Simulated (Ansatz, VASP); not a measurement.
**Hf in VASP and in Ansatz**

File INCAR:

```
PREC = Accurate ; ENCUT = 520
EDIFF = 1E-6 ; ISMEAR = 0
SIGMA = 0.017 ; LREAL = False
LASPH = True ; NELM = 100
ALGO = Normal ; ISIF = 2
LWAVE = False ; LCHARG = False
GGA = PE ; NBANDS = 11
```

Contents of KPOINTS:

```
Automatic mesh
0
Gamma
  10 10 10
```

The input POSCAR:

```
Hf
1.0
   -1.8050000000      1.8050000000      1.8050000000
    1.8050000000     -1.8050000000      1.8050000000
    1.8050000000      1.8050000000     -1.8050000000
Hf
1
Direct
    0.0000000000      0.0000000000      0.0000000000
```

File input.yaml:

```yaml
crystal:
  lattice:
    - [-1.805, 1.805, 1.805]
    - [1.805, -1.805, 1.805]
    - [1.805, 1.805, -1.805]
  atoms:
    - { symbol: Hf, position: [0.0, 0.0, 0.0] }
hamiltonian:
  xc: pbe
  pseudopotentials: { kind: paw }
kpoints:
  mp_grid: { grid: [10, 10, 10] }
scf:
  occupations: { method: gaussian, width: 0.017 }
output:
  forces: true
  stress: true
  eigenvalues: true
  write_density: true
  write_potential: true
  elf: true
  volumetric_format: npy
```

Alike in both runs: task single point; functional PBE; k mesh 10 × 10 × 10; occupations gaussian, width 0.017 eV; no spin polarisation.

|  | VASP | Ansatz |
| --- | --- | --- |
| version | VASP 6.6.1 | Ansatz 0.2.0 |
| potentials or method | VASP PAW PBE potentials, release 64 (Hf_pv) | Ansatz PAW |
| plane-wave cutoff (eV) | 520 | 420 |
| valence electrons in the cell | 10 | 26 |

|  | VASP | Ansatz | Ansatz less VASP |
| --- | --- | --- | --- |
| gap on the k mesh at the Fermi level (eV) | none | none | - |
| pressure (GPa) | -5.3 | -5.0 | +0.34 |

A gap of «none» marks a metal or a gap that the smearing closes. VASP's potentials hold 10 valence electrons a cell and Ansatz's 26, so a difference there can come from the potentials and not from the codes.

Spin-orbit coupling is off throughout.
